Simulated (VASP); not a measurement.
# SiC5 (R32) in VASP: notebook

SiC5 is run at these levels: PBE; tasks: single point, relaxation of cell and atoms.

Program: VASP 6.6.1. These are calculated values, not measurements. Logs are shortened: lines on timing, memory, paths and dates and some standing lists are left out, and cuts for length are marked.

## (1) The cell of the first run

Symmetry: R32, No. 155, trigonal system. Conventional cell: a = 4.652 Å, b = 4.652 Å, c = 11.954 Å, α = 90.00°, β = 90.00°, γ = 120.00°. Si (site symmetry 32) has 3 C at 1.77 Å within 2.3 Å. C (site symmetry 2) has 2 C at 1.45 Å and 1 Si at 1.77 Å within 1.9 Å. C (site symmetry 3) has 3 C at 1.45 Å within 1.9 Å.

## (2) Single point, PBE

File INCAR:

```
ALGO = Normal
EDIFF = 1E-7
ENCUT = 520
GGA = PE
ISIF = 2
ISMEAR = 0
LASPH = T
LCHARG = F
LREAL = F
LWAVE = F
NBANDS = 21
NELM = 60
PREC = Accurate
SIGMA = 0.2
```

File KPOINTS:

```
k-points
0
Gamma
  4 4 4
```

File POSCAR:

```
SiC5
1.0
    2.3261096949      1.3429800566      3.9845437593
   -2.3261096949      1.3429800566      3.9845437593
    0.0000000000     -2.6859601189      3.9845437573
Si C
1 5
Direct
    0.0000000000      0.0000000000      0.0000000000
    0.3799419395      0.6200580605      0.0000000000
    0.3333922661      0.3333922661      0.3333922661
    0.0000000000      0.3799419395      0.6200580605
    0.6666077339      0.6666077339      0.6666077339
    0.6200580605      0.0000000000      0.3799419395
```

Potentials or basis: VASP PAW PBE potentials, release 64 (Si, C).

Run with:

```
> cat potpaw_PBE.64/Si/POTCAR potpaw_PBE.64/C/POTCAR > POTCAR
> mpirun -np 1 vasp_std > vasp.out
```

OUTCAR:

```text
EDIFF = 1E-7
   ENCUT = 520
   GGA = PE
   ISIF = 2
   ISMEAR = 0
   LASPH = T
   LREAL = F
   NELM = 60
   PREC = Accurate

 ion  position               nearest neighbor table
   1  0.000  0.000  0.000-   4 1.77   6 1.77   2 1.77
   2  0.380  0.620  0.000-   3 1.45   5 1.45   1 1.77
   3  0.333  0.333  0.333-   2 1.45   4 1.45   6 1.45
   4  0.000  0.380  0.620-   3 1.45   5 1.45   1 1.77
   5  0.667  0.667  0.667-   2 1.45   6 1.45   4 1.45
   6  0.620  0.000  0.380-   5 1.45   3 1.45   1 1.77

  LATTYP: Found a trigonal (rhomboedric) cell.
 ALAT       =     4.8053065162
 COS(alpha) =     0.5313504677

  Lattice vectors:

 A1 = (   2.3261096949,   1.3429800566,   3.9845437593)
 A2 = (  -2.3261096949,   1.3429800566,   3.9845437593)
 A3 = (   0.0000000000,  -2.6859601189,   3.9845437573)

Analysis of symmetry for initial positions (statically):
=====================================================================
 Subroutine PRICEL returns:
 Original cell was already a primitive cell.

 Routine SETGRP: Setting up the symmetry group for a
 trigonal (rhombohedral) supercell.

 Subroutine GETGRP returns: Found  6 space group operations
 (whereof  6 operations were pure point group operations)
 out of a pool of 12 trial point group operations.

The static configuration has the point symmetry D_3 .

Analysis of symmetry for dynamics (positions and initial velocities):
=====================================================================
 Subroutine PRICEL returns:
 Original cell was already a primitive cell.

 Routine SETGRP: Setting up the symmetry group for a
 trigonal (rhombohedral) supercell.

 Subroutine GETGRP returns: Found  6 space group operations
 (whereof  6 operations were pure point group operations)
 out of a pool of 12 trial point group operations.

The dynamic configuration has the point symmetry D_3 .

 Subroutine INISYM returns: Found  6 space group operations
 (whereof  6 operations are pure point group operations),
 and found     1 'primitive' translations

----------------------------------------------------------------------------------------

                                     Primitive cell

  volume of cell :      74.6844

  direct lattice vectors                    reciprocal lattice vectors
     2.326109695  1.342980057  3.984543759     0.214951170  0.124102116  0.083656587
[... 83 lines left out ...]
   LREAL  =      F    real-space projection
   EDIFFG = 0.1E-05   stopping-criterion for IOM
   NSW    =      0    number of steps for IOM
   IBRION =     -1    ionic relax: 0-MD 1-quasi-New 2-CG
   NFREE  =      0    steps in history (QN), initial steepest desc. (CG)
   ISIF   =      2    stress and relaxation
   ISYM   =      2    0-nonsym 1-usesym 2-fastsym
   POTIM  = 0.5000    time-step for ionic-motion
   TEBEG  =    0.0;   TEEND  =   0.0 temperature during run
   PSTRESS=    0.0 pullay stress
   NELECT =      24.0000    total number of electrons
   NUPDOWN=      -1.0000    fix difference up-down
   EMIN   =  10.00;   EMAX   =-10.00  energy-range for DOS
   EFERMI =   0.00;   METHOD = LEGACY
   ISMEAR =     0;   SIGMA  =   0.20  broadening in eV -4-tet -1-fermi 0-gaus
   EFERMI_NEDOS =   21; number of points for ismear=-14 and -15
   IALGO  =     38    algorithm
   IMIX   =      4    mixing-type and parameters
     AMIX     =   0.40;   BMIX     =  1.00
     AMIX_MAG =   1.60;   BMIX_MAG =  1.00
  volume/ion in A,a.u.               =      12.45        84.00
  Fermi-wavevector in a.u.,A,eV,Ry     =   1.121335  2.119016 17.107859  1.257392
  Thomas-Fermi vector in A             =   2.257988
   LORBIT       =      0    0 simple, 1 ext, 2 COOP (PROOUT), +10 PAW based schemes
   GGA     = PE    functional components
   LHFCALC =     F    Hartree Fock is set to
   AEXX    =    0.0000 exact exchange contribution
   IVDW    =     0    specifies the selected vdW correction
   LEPSILON=     F    determine dielectric tensor
   LRPA    =     F    only Hartree local field effects (RPA)
 non-spin polarized calculation
 Gauss-broadening in eV      SIGMA  =   0.20
  energy-cutoff  :      520.00
  volume of cell :       74.68
 maximum number of plane-waves:      2026
   NGX = 17   NGY = 17   NGZ = 17

 number of electron      24.0000001 magnetization

 Free energy of the ion-electron system (eV)
  ---------------------------------------------------
  ext. energy  EPLUGINS =         0.00000000
  ---------------------------------------------------
  free energy    TOTEN  =       -49.16556798 eV

  energy without entropy =      -49.15831839  energy(sigma->0) =      -49.16194318

 E-fermi :   3.4197     XC(G=0):  -9.0509

 val. band max:        3.2855087319   @ k =   0.5000   0.5000   0.5000
 cond. band min:       3.5404074550   @ k =   0.5000   0.5000   0.5000
 fundamental gap:      0.2548987231
 Fermi energy:         3.4196576300

 k-point     1 :       0.0000    0.0000    0.0000
  band No.  band energies     occupation
      1     -14.3039      2.00000
      2      -9.5306      2.00000
      3      -8.4257      2.00000
      4      -8.4257      2.00000
      5      -5.3692      2.00000
      6      -5.3692      2.00000
[... 301 lines left out ...]
     20      12.2739      0.00000
     21      13.9718      0.00000

------------------------ aborting loop because EDIFF is reached ----------------------------------------

  FORCE on cell =-STRESS in cart. coord.  units (eV):
  Direction    XX          YY          ZZ          XY          YZ          ZX
  --------------------------------------------------------------------------------------
  -------------------------------------------------------------------------------------
  Total        0.0677586      0.0677586      0.1679346      0.0000000     -0.0000000     -0.0000000
  in kB        1.4536019      1.4536019      3.6026422      0.0000000     -0.0000000     -0.0000000
  external PRESSURE =       2.1699486 kB  Pullay stress =       0.0000000 kB

 VOLUME and BASIS-vectors are now :
 -----------------------------------------------------------------------------
  energy-cutoff  :      520.00
  volume of cell :       74.68
      direct lattice vectors                 reciprocal lattice vectors
     2.326109695  1.342980057  3.984543759     0.214951170  0.124102116  0.083656587
    -2.326109695  1.342980057  3.984543759    -0.214951170  0.124102116  0.083656587
     0.000000000 -2.685960119  3.984543757     0.000000000 -0.248204232  0.083656587

 POSITION                                       TOTAL-FORCE (eV/Angst)
 -----------------------------------------------------------------------------------
      0.00000      0.00000      0.00000        -0.000000     -0.000000      0.000000
     -0.55854      1.34298      3.98454        -0.039932     -0.000000      0.000000
      0.00000     -0.00000      3.98525        -0.000000     -0.000000      0.000644
     -0.88379     -1.15520      3.98454         0.019966     -0.034582     -0.000000
      0.00000     -0.00000      7.96838        -0.000000      0.000000     -0.000644
      1.44232     -0.18778      3.98454         0.019966      0.034582      0.000000
 -----------------------------------------------------------------------------------
    total drift:                               -0.000000     -0.000000      0.000000

  FREE ENERGIE OF THE ION-ELECTRON SYSTEM (eV)
  ---------------------------------------------------
  free  energy   TOTEN  =       -49.1655679768 eV

  energy  without entropy=      -49.1583183868  energy(sigma->0) =      -49.16194318
```

Wall time 20 s (1 thread of Intel Xeon 6975P-C, shared host); peak memory 0.2 GiB.

Results:

```yaml
Free_energy: -49.1656 eV
Pressure: 0.2 GPa
Largest_force: 0.040 eV/Å
Band_gap_on_the_k_mesh: zero (band 12 reaches 3.54 eV, above the bottom of band 13 at 3.25 eV)
```

Forces on the atoms (eV/Å):
```
Si   0.000  0.000  0.000
C   -0.040  0.000  0.000
C    0.000  0.000  0.001
C    0.020 -0.035  0.000
C    0.000  0.000 -0.001
C    0.020  0.035  0.000
```

Stress tensor (GPa, compression positive):
```
0.15 0.00 0.00
0.00 0.15 0.00
0.00 0.00 0.36
```

Levels at points of the mesh, in eV from the Fermi level:
```csv
k point,band 10,band 11,band 12,band 13,band 14,band 15
"(0.00, 0.00, 0.00)",-2.25,-0.39,-0.17,-0.17,1.93,2.95
"(0.50, 0.00, 0.00)",-3.76,-3.27,-1.57,1.31,4.09,5.50
"(0.50, 0.50, 0.00)",-4.15,-3.26,-1.03,2.18,4.56,5.38
"(0.50, 0.50, 0.50)",-2.25,-0.13,0.12,0.12,1.96,6.51
```

Caveat: the k points lie up to 0.41 Å⁻¹ apart.

## (3) Relaxation of cell and atoms, PBE

This run uses another cell than the first one, of 11.34 Å³/atom, 0.911 times its volume.

File INCAR:

```
PREC = Accurate ; ENCUT = 600
EDIFF = 1E-6 ; ISMEAR = 0
SIGMA = 0.2 ; LREAL = False
LASPH = True ; NELM = 100
ALGO = Normal ; ISIF = 3
LWAVE = False ; LCHARG = False
GGA = PE ; IBRION = 2
NSW = 36 ; EDIFFG = -0.08
```

File KPOINTS:

```
regular mesh
0
Gamma
  4 4 4
```

File POSCAR:

```
SiC5
1.0
    2.3855446100      1.3772948200      3.4514262400
   -2.3855446100      1.3772948200      3.4514262400
    0.0000000000     -2.7545896500      3.4514262400
Si C
1 5
Direct
    0.0000000000      0.0000000000      0.0000000000
    0.3700000000      0.6300000000      0.0000000000
    0.3333330000      0.3333330000      0.3333330000
    0.0000000000      0.3700000000      0.6300000000
    0.6666670000      0.6666670000      0.6666670000
    0.6300000000      0.0000000000      0.3700000000
```

Potentials or basis: VASP PAW PBE potentials, release 64 (Si, C).

Run with:

```
> cat potpaw_PBE.64/Si/POTCAR potpaw_PBE.64/C/POTCAR > POTCAR
> mpirun -np 1 vasp_std > vasp.out
```

OUTCAR:

```text
PREC = Accurate
   ENCUT = 600
   EDIFF = 1E-6
   ISMEAR = 0
   LREAL = False
   LASPH = True
   NELM = 100
   ISIF = 3
   GGA = PE
   IBRION = 2
   NSW = 36
   EDIFFG = -0.08

 ion  position               nearest neighbor table
   1  0.000  0.000  0.000-   2 1.77   4 1.77   6 1.77
   2  0.370  0.630  0.000-   3 1.51   5 1.51   1 1.77
   3  0.333  0.333  0.333-   6 1.51   4 1.51   2 1.51
   4  0.000  0.370  0.630-   5 1.51   3 1.51   1 1.77
   5  0.667  0.667  0.667-   4 1.51   6 1.51   2 1.51
   6  0.630  0.000  0.370-   3 1.51   5 1.51   1 1.77

  LATTYP: Found a trigonal (rhomboedric) cell.
 ALAT       =     4.4158925709
 COS(alpha) =     0.4163290459

  Lattice vectors:

 A1 = (   2.3855446100,   1.3772948200,   3.4514262400)
 A2 = (  -2.3855446100,   1.3772948200,   3.4514262400)
 A3 = (   0.0000000000,  -2.7545896500,   3.4514262400)

Analysis of symmetry for initial positions (statically):
=====================================================================
 Subroutine PRICEL returns:
 Original cell was already a primitive cell.

 Routine SETGRP: Setting up the symmetry group for a
 trigonal (rhombohedral) supercell.

 Subroutine GETGRP returns: Found  6 space group operations
 (whereof  6 operations were pure point group operations)
 out of a pool of 12 trial point group operations.

The static configuration has the point symmetry D_3 .

Analysis of symmetry for dynamics (positions and initial velocities):
=====================================================================
 Subroutine PRICEL returns:
 Original cell was already a primitive cell.

 Routine SETGRP: Setting up the symmetry group for a
 trigonal (rhombohedral) supercell.

 Subroutine GETGRP returns: Found  6 space group operations
 (whereof  6 operations were pure point group operations)
 out of a pool of 12 trial point group operations.

The dynamic configuration has the point symmetry D_3 .

 Subroutine INISYM returns: Found  6 space group operations
[... 106 lines left out ...]
   EMIN   =  10.00;   EMAX   =-10.00  energy-range for DOS
   EFERMI =   0.00;   METHOD = LEGACY
   ISMEAR =     0;   SIGMA  =   0.20  broadening in eV -4-tet -1-fermi 0-gaus
   EFERMI_NEDOS =   21; number of points for ismear=-14 and -15
   IALGO  =     38    algorithm
   IMIX   =      4    mixing-type and parameters
     AMIX     =   0.40;   BMIX     =  1.00
     AMIX_MAG =   1.60;   BMIX_MAG =  1.00
  volume/ion in A,a.u.               =      11.34        76.53
  Fermi-wavevector in a.u.,A,eV,Ry     =   1.156708  2.185862 18.204239  1.337974
  Thomas-Fermi vector in A             =   2.293326
   LORBIT       =      0    0 simple, 1 ext, 2 COOP (PROOUT), +10 PAW based schemes
   GGA     = PE    functional components
   LHFCALC =     F    Hartree Fock is set to
   AEXX    =    0.0000 exact exchange contribution
   IVDW    =     0    specifies the selected vdW correction
   LEPSILON=     F    determine dielectric tensor
   LRPA    =     F    only Hartree local field effects (RPA)
 conjugate gradient relaxation of ions
 non-spin polarized calculation
 Gauss-broadening in eV      SIGMA  =   0.20
  energy-cutoff  :      600.00
  volume of cell :       68.04
 maximum number of plane-waves:      2330
   NGX = 17   NGY = 17   NGZ = 17

--------------------------------------- Ionic step        1  -------------------------------------------

 number of electron      24.0000000 magnetization

 Free energy of the ion-electron system (eV)
  ---------------------------------------------------
  ext. energy  EPLUGINS =         0.00000000
  ---------------------------------------------------
  free energy    TOTEN  =       -48.69792087 eV

  energy without entropy =      -48.69382047  energy(sigma->0) =      -48.69587067

------------------------ aborting loop because EDIFF is reached ----------------------------------------

  FORCE on cell =-STRESS in cart. coord.  units (eV):
  Direction    XX          YY          ZZ          XY          YZ          ZX
  --------------------------------------------------------------------------------------
  -------------------------------------------------------------------------------------
  Total       -9.1065906     -9.1065906      1.7468586      0.0000000     -0.0000000     -0.0000000
  in kB     -214.4381697   -214.4381699     41.1342922      0.0000000     -0.0000000     -0.0000000
  external PRESSURE =    -129.2473491 kB  Pullay stress =       0.0000000 kB
[... 355 lines left out ...]
  FREE ENERGIE OF THE ION-ELECTRON SYSTEM (eV)
  ---------------------------------------------------
  free  energy   TOTEN  =       -49.0594139974 eV

  energy  without entropy=      -49.0560460321  energy(sigma->0) =      -49.05773001

[... ionic steps 4 to 15 ...]

--------------------------------------- Ionic step       16  -------------------------------------------

 number of electron      24.0000002 magnetization

 E-fermi :   3.5586     XC(G=0):  -9.1509
[... 329 lines left out ...]
--------------------------------------- Ionic step       18  -------------------------------------------

 number of electron      24.0000001 magnetization

 Free energy of the ion-electron system (eV)
  ---------------------------------------------------
  ext. energy  EPLUGINS =         0.00000000
  ---------------------------------------------------
  free energy    TOTEN  =       -49.17085329 eV

  energy without entropy =      -49.16354502  energy(sigma->0) =      -49.16719916

 E-fermi :   3.4126     XC(G=0):  -9.0442

 val. band max:        3.2777246590   @ k =   0.5000   0.5000   0.5000
 cond. band min:       3.5329164025   @ k =   0.5000   0.5000   0.5000
 fundamental gap:      0.2551917435
 Fermi energy:         3.4126165232
[... 278 lines left out ...]
  FREE ENERGIE OF THE ION-ELECTRON SYSTEM (eV)
  ---------------------------------------------------
  free  energy   TOTEN  =       -49.1708532913 eV

  energy  without entropy=      -49.1635450191  energy(sigma->0) =      -49.16719916

 reached required accuracy - stopping structural energy minimisation
```

OSZICAR:

```text
N       E                     dE             d eps       ncg     rms          rms(c)
DAV:   1     0.938387521749E+02    0.93839E+02   -0.12732E+04   416   0.147E+03
DAV:   2    -0.454598378176E+02   -0.13930E+03   -0.13796E+03   552   0.261E+02
DAV:   3    -0.520972682744E+02   -0.66374E+01   -0.66219E+01   568   0.628E+01
[... 170 lines left out ...]
DAV:   2    -0.491710002339E+02    0.41548E-03   -0.82433E-04   488   0.192E-01    0.519E-02
DAV:   3    -0.491708596130E+02    0.14062E-03   -0.41387E-04   560   0.117E-01    0.111E-02
DAV:   4    -0.491708543785E+02    0.52345E-05   -0.29213E-05   584   0.313E-02    0.406E-03
DAV:   5    -0.491708533615E+02    0.10170E-05   -0.42194E-06   560   0.122E-02    0.444E-03
DAV:   6    -0.491708532913E+02    0.70248E-07   -0.17700E-07   336   0.334E-03
  18 F= -.49170853E+02 E0= -.49167199E+02  d E =-.679863E-03
```

CONTCAR:

```text
SiC5
   1.00000000000000
     2.3258244105194326    1.3428153462879078    3.9893822870877527
    -2.3258244105194326    1.3428153462879078    3.9893822870877527
    -0.0000000000000000   -2.6856307038376959    3.9893822876787266
  Si              C
     1     5
Direct
     0.0000000000000000    0.0000000000000000    0.0000000000000000
     0.3801274062873443    0.6198725937126557    0.0000000000000000
     0.3337453664449846    0.3337453664449846    0.3337453664449481
     0.9999999999995153    0.3801274062868595    0.6198725937133616
     0.6662546335550156    0.6662546335550156    0.6662546335550517
     0.6198725937131404    0.0000000000004846    0.3801274062866383

  0.00000000E+00  0.00000000E+00  0.00000000E+00
  0.00000000E+00  0.00000000E+00  0.00000000E+00
  0.00000000E+00  0.00000000E+00  0.00000000E+00
  0.00000000E+00  0.00000000E+00  0.00000000E+00
  0.00000000E+00  0.00000000E+00  0.00000000E+00
  0.00000000E+00  0.00000000E+00  0.00000000E+00
```

Run time: 3 min. Hardware: 1 thread of Intel Xeon 6975P-C, shared host; peak memory 0.21 GiB.

Results:

```yaml
Free_energy: -49.1709 eV
Relaxed_volume: 12.46 Å³/atom
Relaxed_cell: a = 4.809 Å, b = 4.809 Å, c = 4.809 Å, α = 57.85°, β = 57.85°, γ = 57.85°
Space_group_after_relaxing_to_0.05_Å: R32 (No. 155)
Energy_gained_by_relaxing: 78.8 meV/atom
Ionic_steps: 18
Pressure_after_relaxing: 0.1 GPa
Largest_force_after_relaxing: 0.074 eV/Å
Band_gap_on_the_k_mesh: zero (band 12 reaches 3.53 eV, above the bottom of band 13 at 3.24 eV)
```

Forces on the atoms (eV/Å):
```
Si   0.000  0.000  0.000
C   -0.074  0.000  0.000
C    0.000  0.000 -0.058
C    0.037 -0.064  0.000
C    0.000  0.000  0.058
C    0.037  0.064  0.000
```

Stress tensor (GPa, compression positive):
```
0.00 0.00 0.00
0.00 0.00 0.00
0.00 0.00 0.20
```

Step by step:
```
step  energy change (eV)  largest force (eV/Å)  pressure (GPa)  volume (Å³)
   1              0.0000                1.8492          -12.92        68.04
   2              0.7978                2.0486           41.43        59.26
   3             -0.3615                0.8256            2.58        64.71
   4             -0.3628                0.7530            3.51        64.54
   5             -0.3715                0.8483           -0.56        66.04
   6             -0.3931                0.1445            1.21        65.34
   7             -0.4058                0.0876            0.43        66.13
   8             -0.4286                0.0839           -1.75        68.51
   9             -0.4172                0.4239           -5.37        73.35
  10             -0.4323                0.2151           -3.23        70.34
  11             -0.4363                0.2172           -2.96        70.49
  12             -0.4467                0.2215           -2.20        70.97
  13             -0.4607                0.2321           -0.66        71.90
  14             -0.4631                0.2566            2.41        73.73
  15             -0.4661                0.2458            1.15        72.99
  16             -0.4687                0.1561            0.96        73.38
  17             -0.4723                0.1079            0.39        74.54
  18             -0.4729                0.0741            0.07        74.76
```

Final structure:
```
Si C
1.0
     2.32582    1.34282    3.98938
    -2.32582    1.34282    3.98938
     0.00000   -2.68563    3.98938
Si C
1 5
Direct
  0.00000 0.00000 0.00000
  0.38013 0.61987 0.00000
  0.33375 0.33375 0.33375
  0.00000 0.38013 0.61987
  0.66625 0.66625 0.66625
  0.61987 0.00000 0.38013
```

Caveat: the k points lie up to 0.41 Å⁻¹ apart in the final cell; the relaxation stopped at a loose force limit of 0.08 eV/Å, so its end isn't a converged minimum.

(Continued in part 2 of 2.)
